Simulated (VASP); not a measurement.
# TiO2 (C2/m) in VASP: settings compared, part 2 of 3

VASP 6.6.1.

## Step 3: Relaxation of cell and atoms, LDA+U

This run uses another cell than the first one, of 12.23 Å³/atom.

Input file INCAR:

```
  PREC = Accurate
  ENCUT = 600
  EDIFF = 1E-7
  ISMEAR = -1
  SIGMA = 0.05
  LREAL = F
  LASPH = T
  NELM = 200
  ALGO = Normal
  ISIF = 3
  LWAVE = F
  LCHARG = F
  LMAXMIX = 4
  LDAU = T
  LDAUTYPE = 2
  LDAUL = 2 -1
  LDAUU = 4 0
  LDAUJ = 0 0
  LDAUPRINT = 1
  IBRION = 2
  NSW = 60
  EDIFFG = -0.01
  GGA_COMPAT = F
  NELMIN = 4
  KPAR = 4
```

Input file KPOINTS:

```
regular mesh
0
Gamma
  6 6 3
```

Input file POSCAR:

```
TiO2
1.0
    6.1535771931     -1.8834685000      0.0000000000
    6.1535771931      1.8834685000      0.0000000000
   -1.9283261078      0.0000000000      6.3289668713
Ti O
4 8
Direct
    0.9000710000      0.9000710000      0.2896020000
    0.1952860000      0.1952860000      0.2837620000
    0.0999290000      0.0999290000      0.7103980000
    0.8047140000      0.8047140000      0.7162380000
    0.3619310000      0.3619310000      0.2933970000
    0.2634885000      0.2634885000      0.6525000000
    0.8671885000      0.8671885000      0.9952910000
    0.7365115000      0.7365115000      0.3475000000
    0.9416475000      0.9416475000      0.6300210000
    0.1328115000      0.1328115000      0.0047090000
    0.6380690000      0.6380690000      0.7066030000
    0.0583525000      0.0583525000      0.3699790000
```

Potentials or basis: VASP PAW LDA potentials, release 64 (Ti_sv, O).

The run is started by

```console
$ cat potpaw_LDA.64/Ti_sv/POTCAR potpaw_LDA.64/O/POTCAR > POTCAR
$ mpirun -np 4 vasp_std > vasp.out
```

It took 23 min on 4 MPI ranks of Intel Xeon 6975P-C (Granite Rapids), shared host; peak memory 0.49 GiB.

Results (log left out):

- Free energy: -106.1878 eV
- Relaxed volume: 11.95 Å³/atom
- Relaxed cell: a = 6.403 Å, b = 6.403 Å, c = 6.499 Å, α = 106.20°, β = 106.20°, γ = 34.26°
- Space group after relaxing (to 0.1 Å): C2/m (No. 12)
- Energy gained by relaxing: 9.1 meV/atom
- Ionic steps: 22
- Pressure after relaxing: 0.0 GPa
- Largest force after relaxing: 0.009 eV/Å
- Band gap on the k mesh: 3.23 eV (least direct gap 3.41 eV)

Forces on the atoms (eV/Å):
```
Ti  -0.008  0.000  0.003
Ti   0.008  0.000 -0.004
Ti   0.008  0.000 -0.003
Ti  -0.008  0.000  0.004
O   -0.002  0.000  0.006
O   -0.005  0.000 -0.001
O   -0.002  0.000 -0.008
O    0.005  0.000  0.001
O   -0.003  0.000  0.002
O    0.002  0.000  0.008
O    0.002  0.000 -0.006
O    0.003  0.000 -0.002
```

The path:
| step | energy change (eV) | largest force (eV/Å) | pressure (GPa) | volume (Å³) |
| --- | --- | --- | --- | --- |
| 1 | 0.0000 | 0.5364 | -4.17 | 146.71 |
| 2 | -0.0333 | 0.2848 | 5.27 | 140.05 |
| 3 | -0.0768 | 0.2979 | 0.98 | 142.84 |
| 4 | -0.1035 | 0.1483 | 0.32 | 143.17 |
| 5 | -0.1047 | 0.2028 | 0.18 | 143.26 |
| 6 | -0.1075 | 0.0785 | -0.23 | 143.57 |
| 7 | -0.1076 | 0.0512 | -0.17 | 143.52 |
| 8 | -0.1081 | 0.0408 | 0.11 | 143.31 |
| 9 | -0.1081 | 0.0470 | 0.14 | 143.29 |
| 10 | -0.1086 | 0.0302 | 0.12 | 143.31 |
| 11 | -0.1087 | 0.0278 | 0.10 | 143.32 |
| 12 | -0.1087 | 0.0272 | 0.10 | 143.32 |
| 13 | -0.1089 | 0.0339 | -0.07 | 143.44 |
| 14 | -0.1089 | 0.0333 | -0.07 | 143.44 |
| 15 | -0.1090 | 0.0222 | -0.05 | 143.45 |
| 16 | -0.1091 | 0.0309 | -0.03 | 143.46 |
| 17 | -0.1092 | 0.0168 | -0.01 | 143.45 |
| 18 | -0.1092 | 0.0181 | 0.01 | 143.45 |
| 19 | -0.1092 | 0.0116 | 0.00 | 143.45 |
| 20 | -0.1092 | 0.0152 | -0.02 | 143.46 |
| 21 | -0.1093 | 0.0100 | -0.01 | 143.45 |
| 22 | -0.1093 | 0.0089 | 0.02 | 143.43 |

Final structure:
```yaml
crystal:
  lattice:
    - [6.11854, -1.88573, 0.00967]
    - [6.11854, 1.88573, 0.00967]
    - [-1.90726, 0.00000, 6.21250]
  atoms:
    - { symbol: Ti, position: [0.89846, 0.89846, 0.29382] }
    - { symbol: Ti, position: [0.19702, 0.19702, 0.28884] }
    - { symbol: Ti, position: [0.10154, 0.10154, 0.70618] }
    - { symbol: Ti, position: [0.80298, 0.80298, 0.71116] }
    - { symbol: O, position: [0.36126, 0.36126, 0.29541] }
    - { symbol: O, position: [0.26247, 0.26247, 0.64781] }
    - { symbol: O, position: [0.86599, 0.86599, 0.99641] }
    - { symbol: O, position: [0.73753, 0.73753, 0.35219] }
    - { symbol: O, position: [0.94078, 0.94078, 0.62728] }
    - { symbol: O, position: [0.13401, 0.13401, 0.00359] }
    - { symbol: O, position: [0.63874, 0.63874, 0.70459] }
    - { symbol: O, position: [0.05922, 0.05922, 0.37272] }
```

Levels at points of the mesh, in eV from the valence-band top:
```tsv
k point	band 44	band 45	band 46	band 47	band 48	band 49	band 50	band 51	band 52	band 53
(0.00, 0.00, 0.00)	-0.91	-0.82	-0.77	-0.43	-0.19	3.23	3.47	3.65	3.73	3.83
(0.50, 0.00, 0.00)	-1.00	-0.87	-0.59	-0.18	-0.10	3.49	3.53	4.01	4.01	4.29
(0.50, 0.50, 0.00)	-0.96	-0.92	-0.65	-0.44	-0.12	3.35	3.41	3.73	3.93	3.99
```

Eigenvalues of the final occupation matrices:
| site | spin | trace | eigenvalues |
| --- | --- | --- | --- |
| site 1 d | 1 | 0.84 | 0.11 0.11 0.11 0.24 0.26 |
| site 1 d | 2 | 0.84 | 0.11 0.11 0.11 0.24 0.26 |
| site 2 d | 1 | 0.85 | 0.09 0.13 0.13 0.24 0.27 |
| site 2 d | 2 | 0.85 | 0.09 0.13 0.13 0.24 0.27 |
| site 3 d | 1 | 0.84 | 0.11 0.11 0.11 0.24 0.26 |
| site 3 d | 2 | 0.84 | 0.11 0.11 0.11 0.24 0.26 |
| site 4 d | 1 | 0.85 | 0.09 0.13 0.13 0.24 0.27 |
| site 4 d | 2 | 0.85 | 0.09 0.13 0.13 0.24 0.27 |

A k mesh can miss the band edges.

## Step 4: Single point, RPBE

This run uses another cell than the first one, of 12.23 Å³/atom.

Input file INCAR:

```
SYSTEM = TiO2
PREC = Accurate
ENCUT = 520
EDIFF = 1E-6
ISMEAR = -1
SIGMA = 0.05
LREAL = .FALSE.
LASPH = .TRUE.
NELM = 80
ALGO = Normal
ISIF = 2
LWAVE = .FALSE.
LCHARG = .FALSE.
GGA = RP
NBANDS = 60
```

Input file KPOINTS:

```
Automatic mesh
0
G
  8 8 4
  0 0 0
```

POSCAR is that of step 3.

Potentials or basis: VASP PAW PBE potentials, release 64 (Ti_sv, O).

The run is started by

```console
$ cat potpaw_PBE.64/Ti_sv/POTCAR potpaw_PBE.64/O/POTCAR > POTCAR
$ mpirun -np 1 vasp_std > vasp.out
```

OUTCAR:

```text
SYSTEM = TiO2
   PREC = Accurate
   ENCUT = 520
   EDIFF = 1E-6
   ISMEAR = -1
   LREAL = .FALSE.
   LASPH = .TRUE.
   NELM = 80
   ISIF = 2
   GGA = RP

 ion  position               nearest neighbor table
   1  0.900  0.900  0.290-  12 1.86   7 1.87   5 1.94   5 1.94   8 2.16   9 2.16
   2  0.195  0.195  0.284-  10 1.78  12 1.93   8 1.96   8 1.96   5 2.03   6 2.34
   3  0.100  0.100  0.710-   9 1.86  10 1.87  11 1.94  11 1.94   6 2.16  12 2.16
   4  0.805  0.805  0.716-   7 1.78   9 1.93   6 1.96   6 1.96  11 2.03   8 2.34
   5  0.362  0.362  0.293-   1 1.94   1 1.94   2 2.03
   6  0.263  0.263  0.653-   4 1.96   4 1.96   3 2.16   2 2.34
   7  0.867  0.867  0.995-   4 1.78   1 1.87
   8  0.737  0.737  0.347-   2 1.96   2 1.96   1 2.16   4 2.34
   9  0.942  0.942  0.630-   3 1.86   4 1.93   1 2.16
  10  0.133  0.133  0.005-   2 1.78   3 1.87
  11  0.638  0.638  0.707-   3 1.94   3 1.94   4 2.03
  12  0.058  0.058  0.370-   1 1.86   2 1.93   3 2.16

  LATTYP: Found a base centered monoclinic cell.
 ALAT       =    12.3071543862
 B/A-ratio  =     0.3060770087
 C/A-ratio  =     0.5375907333
 COS(beta)  =    -0.2914546970

  Lattice vectors:

 A1 = (   6.1535771931,  -1.8834685000,   0.0000000000)
 A2 = (   6.1535771931,   1.8834685000,   0.0000000000)
 A3 = (  -1.9283261078,   0.0000000000,   6.3289668713)

Analysis of symmetry for initial positions (statically):
=====================================================================
 Subroutine PRICEL returns:
 Original cell was already a primitive cell.

 Routine SETGRP: Setting up the symmetry group for a
 base centered monoclinic supercell.

 Subroutine GETGRP returns: Found  4 space group operations
 (whereof  4 operations were pure point group operations)
 out of a pool of  4 trial point group operations.

The static configuration has the point symmetry C_2h.

Analysis of symmetry for dynamics (positions and initial velocities):
=====================================================================
 Subroutine PRICEL returns:
 Original cell was already a primitive cell.

 Routine SETGRP: Setting up the symmetry group for a
 base centered monoclinic supercell.

 Subroutine GETGRP returns: Found  4 space group operations
 (whereof  4 operations were pure point group operations)
 out of a pool of  4 trial point group operations.

The dynamic configuration has the point symmetry C_2h.

 Subroutine INISYM returns: Found  4 space group operations
 (whereof  4 operations are pure point group operations),
 and found     1 'primitive' translations

----------------------------------------------------------------------------------------

                                     Primitive cell

  volume of cell :     146.7063

  direct lattice vectors                    reciprocal lattice vectors
     6.153577193 -1.883468500  0.000000000     0.081253551 -0.265467673  0.024756544
     6.153577193  1.883468500  0.000000000     0.081253551  0.265467673  0.024756544
    -1.928326108  0.000000000  6.328966871     0.000000000  0.000000000  0.158003671

  length of vectors
[... 59 lines left out ...]
  0.000000  0.000000  0.000000      1.000000
  0.125000  0.000000  0.000000      4.000000
  0.250000  0.000000  0.000000      4.000000
  0.375000  0.000000 -0.000000      4.000000
  0.500000  0.000000  0.000000      2.000000
  0.125000  0.125000  0.000000      2.000000
[... 16 lines left out ...]
  0.125000  0.000000  0.250000      4.000000
  0.250000  0.000000  0.250000      4.000000
 [... further k-points ...]
   k-points           NKPTS =     78   k-points in BZ     NKDIM =     78   number of bands    NBANDS=     60
   number of dos      NEDOS =    301   number of ions     NIONS =     12
   total plane-waves  NPLWV = 115200
   dimension x,y,z NGX =    48 NGY =   48 NGZ =   50
   dimension x,y,z NGXF=    96 NGYF=   96 NGZF=  100
   ions per type =               4   8
   NGX,Y,Z   is equivalent  to a cutoff of  12.40, 12.40, 12.56 a.u.
   NGXF,Y,Z  is equivalent  to a cutoff of  24.80, 24.80, 25.13 a.u.
 SYSTEM =  TiO2
   PREC   = accura    normal or accurate (medium, high low for compatibility)
   ISTART =      0    job   : 0-new  1-cont  2-samecut
   ICHARG =      2    charge: 1-file 2-atom 10-const
   ISPIN  =      1    spin polarized calculation?
   LNONCOLLINEAR =      F non collinear calculations
   LSORBIT =      F    spin-orbit coupling
   LASPH  =      T    aspherical Exc in radial PAW
   ENCUT  =  520.0 eV  38.22 Ry    6.18 a.u.  11.97 11.97 12.30*2*pi/ulx,y,z
   NELM   =     80;   NELMIN=  2; NELMDL= -5     # of ELM steps
   EDIFF  = 0.1E-05   stopping-criterion for ELM
   LREAL  =      F    real-space projection
   EDIFFG = 0.1E-04   stopping-criterion for IOM
   NSW    =      0    number of steps for IOM
   IBRION =     -1    ionic relax: 0-MD 1-quasi-New 2-CG
   NFREE  =      0    steps in history (QN), initial steepest desc. (CG)
   ISIF   =      2    stress and relaxation
   ISYM   =      2    0-nonsym 1-usesym 2-fastsym
   POTIM  = 0.5000    time-step for ionic-motion
   TEBEG  =    0.0;   TEEND  =   0.0 temperature during run
   PSTRESS=    0.0 pullay stress
   NELECT =      96.0000    total number of electrons
   NUPDOWN=      -1.0000    fix difference up-down
   EMIN   =  10.00;   EMAX   =-10.00  energy-range for DOS
   EFERMI =   0.00;   METHOD = LEGACY
   ISMEAR =    -1;   SIGMA  =   0.05  broadening in eV -4-tet -1-fermi 0-gaus
   EFERMI_NEDOS =   21; number of points for ismear=-14 and -15
   IALGO  =     38    algorithm
   IMIX   =      4    mixing-type and parameters
     AMIX     =   0.40;   BMIX     =  1.00
     AMIX_MAG =   1.60;   BMIX_MAG =  1.00
  volume/ion in A,a.u.               =      12.23        82.50
  Fermi-wavevector in a.u.,A,eV,Ry     =   1.421289  2.685846 27.484606  2.020062
  Thomas-Fermi vector in A             =   2.542114
   LORBIT       =      0    0 simple, 1 ext, 2 COOP (PROOUT), +10 PAW based schemes
   GGA     = RP    functional components
   LHFCALC =     F    Hartree Fock is set to
   AEXX    =    0.0000 exact exchange contribution
   IVDW    =     0    specifies the selected vdW correction
   LEPSILON=     F    determine dielectric tensor
   LRPA    =     F    only Hartree local field effects (RPA)
 non-spin polarized calculation
  energy-cutoff  :      520.00
  volume of cell :      146.71
 maximum number of plane-waves:      3974
   NGX = 23   NGY = 23   NGZ = 25

 number of electron      96.0000007 magnetization

 Free energy of the ion-electron system (eV)
  ---------------------------------------------------
  ext. energy  EPLUGINS =         0.00000000
  ---------------------------------------------------
  free energy    TOTEN  =      -103.09151376 eV

  energy without entropy =     -103.09151376  energy(sigma->0) =     -103.09151376

 E-fermi :   3.9212     XC(G=0):  -9.9636

 val. band max:        2.6621648412   @ k =  -0.3750   0.2500   0.5000
 cond. band min:       5.4229914456   @ k =   0.0000   0.0000   0.0000
 fundamental gap:      2.7608266043
 Fermi energy:         3.9211642136

 k-point     1 :       0.0000    0.0000    0.0000
  band No.  band energies     occupation
      1     -53.6776      2.00000
      2     -53.6663      2.00000
      3     -53.5799      2.00000
      4     -53.5738      2.00000
      5     -29.9998      2.00000
      6     -29.9535      2.00000
[... 1501 lines left out ...]
     59       7.2404      0.00000
     60       7.2836      0.00000

 [... further k-points ...]
[... 5 lines left out ...]
  --------------------------------------------------------------------------------------
  -------------------------------------------------------------------------------------
  Total        3.2400863      3.1762465      3.2176657      0.0000000      0.0000000     -0.0461796
  in kB       35.3849288     34.6877357     35.1400743      0.0000000      0.0000000     -0.5043261
  external PRESSURE =      35.0709130 kB  Pullay stress =       0.0000000 kB

 VOLUME and BASIS-vectors are now :
 -----------------------------------------------------------------------------
  energy-cutoff  :      520.00
  volume of cell :      146.71
      direct lattice vectors                 reciprocal lattice vectors
     6.153577193 -1.883468500  0.000000000     0.081253551 -0.265467673  0.024756544
     6.153577193  1.883468500  0.000000000     0.081253551  0.265467673  0.024756544
    -1.928326108  0.000000000  6.328966871     0.000000000  0.000000000  0.158003671

 POSITION                                       TOTAL-FORCE (eV/Angst)
 -----------------------------------------------------------------------------------
     10.51887      0.00000      1.83288         0.027680      0.000000     -0.060268
      1.85623      0.00000      1.79592        -0.071958      0.000000     -0.138802
     -0.14004      0.00000      4.49609        -0.027680      0.000000      0.060268
      8.52260      0.00000      4.53305         0.071958      0.000000      0.138802
      3.88858      0.00000      1.85690         0.042212      0.000000     -0.017717
      1.98456      0.00000      4.12965         0.053985      0.000000      0.058801
      8.75338      0.00000      6.29916         0.010804      0.000000     -0.027204
      8.39427      0.00000      2.19932        -0.053985      0.000000     -0.058801
     10.37412      0.00000      3.98738         0.011412      0.000000      0.061681
      1.62545      0.00000      0.02980        -0.010804      0.000000      0.027204
      6.49025      0.00000      4.47207        -0.042212      0.000000      0.017717
      0.00471      0.00000      2.34158        -0.011412      0.000000     -0.061681
 -----------------------------------------------------------------------------------
    total drift:                               -0.000000      0.000000      0.000000

  FREE ENERGIE OF THE ION-ELECTRON SYSTEM (eV)
  ---------------------------------------------------
  free  energy   TOTEN  =      -103.0915137626 eV

  energy  without entropy=     -103.0915137626  energy(sigma->0) =     -103.09151376
```

It took 17 min on 1 thread of Intel Xeon Platinum 8488C (Sapphire Rapids), shared host; peak memory 0.65 GiB.

Results:

| Quantity | Value |
| --- | --- |
| Free energy | -103.0915 eV |
| Pressure | 3.5 GPa |
| Largest force | 0.156 eV/Å |
| Band gap on the k mesh | 2.76 eV (least direct gap 2.93 eV) |

Forces in eV/Å, atoms in the order of the input:
```
Ti   0.028  0.000 -0.060
Ti  -0.072  0.000 -0.139
Ti  -0.028  0.000  0.060
Ti   0.072  0.000  0.139
O    0.042  0.000 -0.018
O    0.054  0.000  0.059
O    0.011  0.000 -0.027
O   -0.054  0.000 -0.059
O    0.011  0.000  0.062
O   -0.011  0.000  0.027
O   -0.042  0.000  0.018
O   -0.011  0.000 -0.062
```

Levels at points of the mesh, in eV from the valence-band top:
```csv
k point,band 45,band 46,band 47,band 48,band 49,band 50,band 51,band 52
"(0.00, 0.00, 0.00)",-0.74,-0.73,-0.35,-0.17,2.76,3.10,3.32,3.34
"(0.50, 0.00, 0.00)",-0.85,-0.47,-0.20,-0.12,3.13,3.18,3.59,3.65
"(0.50, 0.50, 0.00)",-0.86,-0.62,-0.38,-0.11,2.90,2.94,3.45,3.51
"(0.00, 0.00, 0.50)",-0.68,-0.65,-0.57,-0.42,2.87,3.13,3.30,3.39
"(0.50, 0.00, 0.50)",-0.66,-0.51,-0.09,-0.01,3.17,3.22,3.45,3.66
"(0.50, 0.50, 0.50)",-0.83,-0.40,-0.21,-0.20,3.01,3.11,3.26,3.42
```

Caveat: the cell stands under pressure; the PAW data sets were made with another functional, which shifts forces and pressure a little.

(Part 2 of 3 ends here.)
